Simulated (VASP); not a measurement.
# Li2GaC6 (F-43m) in VASP: a series of runs

The runs below take Li2GaC6 through single point, with PBE.

Everything below comes from runs of VASP 6.6.1. Logs are shortened: lines on timing, memory, paths and dates and some standing lists are left out, and cuts for length are marked.

## Step 1: The cell of the first run

It takes space group F-43m (No. 216, cubic). Conventional cell: a = 7.556 Å, b = 7.556 Å, c = 7.556 Å, α = 90.00°, β = 90.00°, γ = 90.00°. Li (site symmetry -43m) has 12 C at 2.68 Å and 4 Li at 3.27 Å and 4 Ga at 3.27 Å within 3.5 Å. Within 2.3 Å of Li (site symmetry -43m) lie 6 C at 1.70 Å. Ga (site symmetry -43m) has 6 C at 2.08 Å within 2.8 Å. Within 2.3 Å of C (site symmetry 2mm) lie 1 Li at 1.70 Å and 1 Ga at 2.08 Å.

## Step 2: Single point, PBE

INCAR

```
SYSTEM = Li2GaC6
ALGO     = Normal         ! electronic algorithm
EDIFF    = 1E-6           ! SCF threshold, eV
ENCUT    = 520            ! plane-wave cutoff, eV
GGA      = PE             ! functional
ISIF     = 2              ! what is computed and relaxed
ISMEAR   = 0              ! smearing method
LASPH    = .True.         ! aspherical terms in the spheres
LCHARG   = .False.        ! write CHGCAR
LREAL    = .False.        ! projectors in reciprocal space
LWAVE    = .False.        ! write WAVECAR
NBANDS   = 32             ! bands
NELM     = 100            ! most SCF steps
PREC     = Accurate       ! precision mode
SIGMA    = 0.1            ! smearing width, eV
```

KPOINTS

```
k-points
0
Gamma
  4 4 4
  0 0 0
```

POSCAR

```
Li2GaC6
1.0
    0.0000000000      3.7781716402      3.7781716402
    3.7781716402      0.0000000000      3.7781716402
    3.7781716402      3.7781716402      0.0000000000
Li Ga C
2 1 6
Direct
    0.2500000000      0.2500000000      0.2500000000
    0.5000000000      0.5000000000      0.5000000000
    0.0000000000      0.0000000000      0.0000000000
    0.2753309717      0.7246690283      0.7246690283
    0.7246690283      0.2753309717      0.2753309717
    0.7246690283      0.2753309717      0.7246690283
    0.2753309717      0.7246690283      0.2753309717
    0.7246690283      0.7246690283      0.2753309717
    0.2753309717      0.2753309717      0.7246690283
```

Potentials or basis: VASP PAW PBE potentials, release 64 (Li_sv, Ga_d, C).

Command:

```sh
> cat potpaw_PBE.64/Li_sv/POTCAR potpaw_PBE.64/Ga_d/POTCAR potpaw_PBE.64/C/POTCAR > POTCAR
> mpirun -np 1 vasp_std > vasp.out
```

OUTCAR:

```text
SYSTEM = Li2GaC6
   EDIFF = 1E-6
   ENCUT = 520
   GGA = PE
   ISIF = 2
   ISMEAR = 0
   LASPH = .True.
   LREAL = .False.
   NELM = 100
   PREC = Accurate

 ion  position               nearest neighbor table
   1  0.250  0.250  0.250-
   2  0.500  0.500  0.500-   4 1.70   5 1.70   6 1.70   7 1.70   8 1.70   9 1.70
   3  0.000  0.000  0.000-   4 2.08   5 2.08   6 2.08   7 2.08   8 2.08   9 2.08
   4  0.275  0.725  0.725-   2 1.70   3 2.08
   5  0.725  0.275  0.275-   2 1.70   3 2.08
   6  0.725  0.275  0.725-   2 1.70   3 2.08
   7  0.275  0.725  0.275-   2 1.70   3 2.08
   8  0.725  0.725  0.275-   2 1.70   3 2.08
   9  0.275  0.275  0.725-   2 1.70   3 2.08

  LATTYP: Found a face centered cubic cell.
 ALAT       =     7.5563432804

  Lattice vectors:

 A1 = (   0.0000000000,   3.7781716402,   3.7781716402)
 A2 = (   3.7781716402,   0.0000000000,   3.7781716402)
 A3 = (   3.7781716402,   3.7781716402,   0.0000000000)

Analysis of symmetry for initial positions (statically):
=====================================================================
 Subroutine PRICEL returns:
 Original cell was already a primitive cell.

 Routine SETGRP: Setting up the symmetry group for a
 face centered cubic supercell.

 Subroutine GETGRP returns: Found 24 space group operations
 (whereof 24 operations were pure point group operations)
 out of a pool of 48 trial point group operations.

The static configuration has the point symmetry T_d .

Analysis of symmetry for dynamics (positions and initial velocities):
=====================================================================
 Subroutine PRICEL returns:
 Original cell was already a primitive cell.

 Routine SETGRP: Setting up the symmetry group for a
 face centered cubic supercell.

 Subroutine GETGRP returns: Found 24 space group operations
 (whereof 24 operations were pure point group operations)
 out of a pool of 48 trial point group operations.

The dynamic configuration has the point symmetry T_d .

 Subroutine INISYM returns: Found 24 space group operations
 (whereof 24 operations are pure point group operations),
 and found     1 'primitive' translations

----------------------------------------------------------------------------------------

                                     Primitive cell

  volume of cell :     107.8636

  direct lattice vectors                    reciprocal lattice vectors
     0.000000000  3.778171640  3.778171640    -0.132339144  0.132339144  0.132339144
     3.778171640  0.000000000  3.778171640     0.132339144 -0.132339144  0.132339144
     3.778171640  3.778171640  0.000000000     0.132339144  0.132339144 -0.132339144

  length of vectors
     5.343141575  5.343141575  5.343141575     0.229218121  0.229218121  0.229218121

  position of ions in fractional coordinates (direct lattice)
     0.250000000  0.250000000  0.250000000
     0.500000000  0.500000000  0.500000000
     0.000000000  0.000000000  0.000000000
     0.275330972  0.724669028  0.724669028
     0.724669028  0.275330972  0.275330972
     0.724669028  0.275330972  0.724669028
     0.275330972  0.724669028  0.275330972
     0.724669028  0.724669028  0.275330972
     0.275330972  0.275330972  0.724669028

  ion indices of the primitive-cell ions
   primitive index   ion index
                 1           1
                 2           2
                 3           3
                 4           4
                 5           5
                 6           6
                 7           7
                 8           8
                 9           9

----------------------------------------------------------------------------------------

 KPOINTS: k-points

Automatic generation of k-mesh.
 Grid dimensions read from file:
 generate k-points for:    4    4    4

 Generating k-lattice:

  Cartesian coordinates                     Fractional coordinates (reciprocal lattice)
    -0.033084786  0.033084786  0.033084786     0.250000000  0.000000000  0.000000000
     0.033084786 -0.033084786  0.033084786     0.000000000  0.250000000  0.000000000
     0.033084786  0.033084786 -0.033084786     0.000000000  0.000000000  0.250000000

  Length of vectors
     0.057304530  0.057304530  0.057304530

  Shift w.r.t. Gamma in fractional coordinates (k-lattice)
     0.000000000  0.000000000  0.000000000

 Subroutine IBZKPT returns following result:
 ===========================================

 Found      8 irreducible k-points:

 Following reciprocal coordinates:
            Coordinates               Weight
  0.000000  0.000000  0.000000      1.000000
  0.250000  0.000000  0.000000      8.000000
  0.500000  0.000000  0.000000      4.000000
  0.250000  0.250000  0.000000      6.000000
  0.500000  0.250000  0.000000     24.000000
 -0.250000  0.250000  0.000000     12.000000
  0.500000  0.500000  0.000000      3.000000
 -0.250000  0.500000  0.250000      6.000000
   k-points           NKPTS =      8   k-points in BZ     NKDIM =      8   number of bands    NBANDS=     32
   number of dos      NEDOS =    301   number of ions     NIONS =      9
   total plane-waves  NPLWV =  64000
   dimension x,y,z NGX =    40 NGY =   40 NGZ =   40
   dimension x,y,z NGXF=    80 NGYF=   80 NGZF=   80
   ions per type =               2   1   6
   NGX,Y,Z   is equivalent  to a cutoff of  12.45, 12.45, 12.45 a.u.
   NGXF,Y,Z  is equivalent  to a cutoff of  24.89, 24.89, 24.89 a.u.
 SYSTEM =  Li2GaC6
   PREC   = accura    normal or accurate (medium, high low for compatibility)
   ISTART =      0    job   : 0-new  1-cont  2-samecut
   ICHARG =      2    charge: 1-file 2-atom 10-const
   ISPIN  =      1    spin polarized calculation?
   LNONCOLLINEAR =      F non collinear calculations
   LSORBIT =      F    spin-orbit coupling
   LASPH  =      T    aspherical Exc in radial PAW
   ENCUT  =  520.0 eV  38.22 Ry    6.18 a.u.   9.93  9.93  9.93*2*pi/ulx,y,z
   NELM   =    100;   NELMIN=  2; NELMDL= -5     # of ELM steps
   EDIFF  = 0.1E-05   stopping-criterion for ELM
   LREAL  =      F    real-space projection
   EDIFFG = 0.1E-04   stopping-criterion for IOM
   NSW    =      0    number of steps for IOM
   IBRION =     -1    ionic relax: 0-MD 1-quasi-New 2-CG
   NFREE  =      0    steps in history (QN), initial steepest desc. (CG)
   ISIF   =      2    stress and relaxation
   ISYM   =      2    0-nonsym 1-usesym 2-fastsym
   POTIM  = 0.5000    time-step for ionic-motion
   TEBEG  =    0.0;   TEEND  =   0.0 temperature during run
   PSTRESS=    0.0 pullay stress
   NELECT =      43.0000    total number of electrons
   NUPDOWN=      -1.0000    fix difference up-down
   EMIN   =  10.00;   EMAX   =-10.00  energy-range for DOS
   EFERMI =   0.00;   METHOD = LEGACY
   ISMEAR =     0;   SIGMA  =   0.10  broadening in eV -4-tet -1-fermi 0-gaus
   EFERMI_NEDOS =   21; number of points for ismear=-14 and -15
   IALGO  =     38    algorithm
   IMIX   =      4    mixing-type and parameters
     AMIX     =   0.40;   BMIX     =  1.00
     AMIX_MAG =   1.60;   BMIX_MAG =  1.00
  volume/ion in A,a.u.               =      11.98        80.88
  Fermi-wavevector in a.u.,A,eV,Ry     =   1.204868  2.276869 19.751656  1.451706
  Thomas-Fermi vector in A             =   2.340580
   LORBIT       =      0    0 simple, 1 ext, 2 COOP (PROOUT), +10 PAW based schemes
   GGA     = PE    functional components
   LHFCALC =     F    Hartree Fock is set to
   AEXX    =    0.0000 exact exchange contribution
   IVDW    =     0    specifies the selected vdW correction
   LEPSILON=     F    determine dielectric tensor
   LRPA    =     F    only Hartree local field effects (RPA)
 non-spin polarized calculation
 Gauss-broadening in eV      SIGMA  =   0.10
  energy-cutoff  :      520.00
  volume of cell :      107.86
 maximum number of plane-waves:      2936
   NGX = 19   NGY = 19   NGZ = 19

 number of electron      42.9999988 magnetization

 Free energy of the ion-electron system (eV)
  ---------------------------------------------------
  ext. energy  EPLUGINS =         0.00000000
  ---------------------------------------------------
  free energy    TOTEN  =       -34.82068586 eV

  energy without entropy =      -34.78840897  energy(sigma->0) =      -34.80454741

 E-fermi :   2.5996     XC(G=0):  -9.7851

 val. band max:        2.5573228267   @ k =  -0.2500   0.2500   0.0000
 cond. band min:       2.6008793626   @ k =   0.5000   0.2500   0.0000
 fundamental gap:      0.0435565359
 Fermi energy:         2.5996185067

 k-point     1 :       0.0000    0.0000    0.0000
  band No.  band energies     occupation
      1     -43.2362      2.00000
      2     -41.1059      2.00000
      3     -11.8421      2.00000
      4     -11.8421      2.00000
      5     -11.5348      2.00000
      6     -11.5348      2.00000
[... 24 lines left out ...]
     31       6.2650      0.00000
     32       7.7327      0.00000

 k-point     2 :       0.2500    0.0000    0.0000
  band No.  band energies     occupation
      1     -43.2362      2.00000
      2     -41.1060      2.00000
      3     -11.8480      2.00000
      4     -11.8480      2.00000
      5     -11.5345      2.00000
      6     -11.5334      2.00000
[... 24 lines left out ...]
     31       5.9320      0.00000
     32       8.2688      0.00000

 k-point     3 :       0.5000    0.0000    0.0000
  band No.  band energies     occupation
      1     -43.2362      2.00000
      2     -41.1060      2.00000
      3     -11.8538      2.00000
      4     -11.8538      2.00000
      5     -11.5344      2.00000
      6     -11.5320      2.00000
[... 24 lines left out ...]
     31       5.5289      0.00000
     32       9.1454      0.00000

 k-point     4 :       0.2500    0.2500    0.0000
  band No.  band energies     occupation
      1     -43.2361      2.00000
      2     -41.1060      2.00000
      3     -11.8614      2.00000
      4     -11.8401      2.00000
      5     -11.5352      2.00000
      6     -11.5324      2.00000
[... 24 lines left out ...]
     31       6.2418      0.00000
     32       8.5802      0.00000

 k-point     5 :       0.5000    0.2500    0.0000
  band No.  band energies     occupation
      1     -43.2362      2.00000
      2     -41.1060      2.00000
      3     -11.8687      2.00000
      4     -11.8460      2.00000
      5     -11.5343      2.00000
      6     -11.5314      2.00000
[... 24 lines left out ...]
     31       5.8651      0.00000
     32       9.7450      0.00000

 k-point     6 :      -0.2500    0.2500    0.0000
  band No.  band energies     occupation
      1     -43.2362      2.00000
      2     -41.1060      2.00000
      3     -11.8555      2.00000
      4     -11.8538      2.00000
      5     -11.5333      2.00000
      6     -11.5327      2.00000
[... 24 lines left out ...]
     31       5.5238      0.00000
     32       9.2231      0.00000

 k-point     7 :       0.5000    0.5000    0.0000
  band No.  band energies     occupation
      1     -43.2362      2.00000
      2     -41.1060      2.00000
      3     -11.8834      2.00000
      4     -11.8381      2.00000
      5     -11.5356      2.00000
      6     -11.5295      2.00000
[... 24 lines left out ...]
     31       6.2188      0.00000
     32      10.2584      0.00000

 k-point     8 :      -0.2500    0.5000    0.2500
  band No.  band energies     occupation
      1     -43.2362      2.00000
      2     -41.1061      2.00000
      3     -11.8719      2.00000
      4     -11.8482      2.00000
      5     -11.5330      2.00000
      6     -11.5325      2.00000
[... 24 lines left out ...]
     31       5.3191      0.00000
     32      10.5764      0.00000

------------------------ aborting loop because EDIFF is reached ----------------------------------------

  FORCE on cell =-STRESS in cart. coord.  units (eV):
  Direction    XX          YY          ZZ          XY          YZ          ZX
  --------------------------------------------------------------------------------------
  -------------------------------------------------------------------------------------
  Total       -0.0451975     -0.0451975     -0.0451975     -0.0000000      0.0000000      0.0000000
  in kB       -0.6713515     -0.6713515     -0.6713515     -0.0000000      0.0000000      0.0000000
  external PRESSURE =      -0.6713515 kB  Pullay stress =       0.0000000 kB

 VOLUME and BASIS-vectors are now :
 -----------------------------------------------------------------------------
  energy-cutoff  :      520.00
  volume of cell :      107.86
      direct lattice vectors                 reciprocal lattice vectors
     0.000000000  3.778171640  3.778171640    -0.132339144  0.132339144  0.132339144
     3.778171640  0.000000000  3.778171640     0.132339144 -0.132339144  0.132339144
     3.778171640  3.778171640  0.000000000     0.132339144  0.132339144 -0.132339144

 POSITION                                       TOTAL-FORCE (eV/Angst)
 -----------------------------------------------------------------------------------
      1.88909      1.88909      1.88909         0.000000      0.000000      0.000000
      3.77817      3.77817      3.77817         0.000000      0.000000      0.000000
      0.00000      0.00000      0.00000         0.000000      0.000000      0.000000
      5.47585      3.77817      3.77817         0.058419      0.000000      0.000000
      2.08050      3.77817      3.77817        -0.058419      0.000000      0.000000
      3.77817      5.47585      3.77817         0.000000      0.058419      0.000000
      3.77817      2.08050      3.77817         0.000000     -0.058419      0.000000
      3.77817      3.77817      5.47585         0.000000      0.000000      0.058419
      3.77817      3.77817      2.08050         0.000000      0.000000     -0.058419
 -----------------------------------------------------------------------------------
    total drift:                                0.000000      0.000000      0.000000

  FREE ENERGIE OF THE ION-ELECTRON SYSTEM (eV)
  ---------------------------------------------------
  free  energy   TOTEN  =       -34.8206858557 eV

  energy  without entropy=      -34.7884089739  energy(sigma->0) =      -34.80454741
```

It took 24 s on 1 thread of AMD EPYC 9R45 (Zen 5), shared host; peak memory 0.21 GiB.

What came out:

```yaml
Free_energy: -34.8207 eV
Largest_force: 0.058 eV/Å
```

Forces in eV/Å, atoms in the order of the input:
```
Li   0.000  0.000  0.000
Li   0.000  0.000  0.000
Ga   0.000  0.000  0.000
C    0.058  0.000  0.000
C   -0.058  0.000  0.000
C    0.000  0.058  0.000
C    0.000 -0.058  0.000
C    0.000  0.000  0.058
C    0.000  0.000 -0.058
```

Caveat: the k points lie up to 0.36 Å⁻¹ apart; the cutoff is under 1.25 times the usual one of these potentials, so pressure, stress and relaxed cells hold a basis-set (Pulay) error.

(Continued in part 2 of 2.)
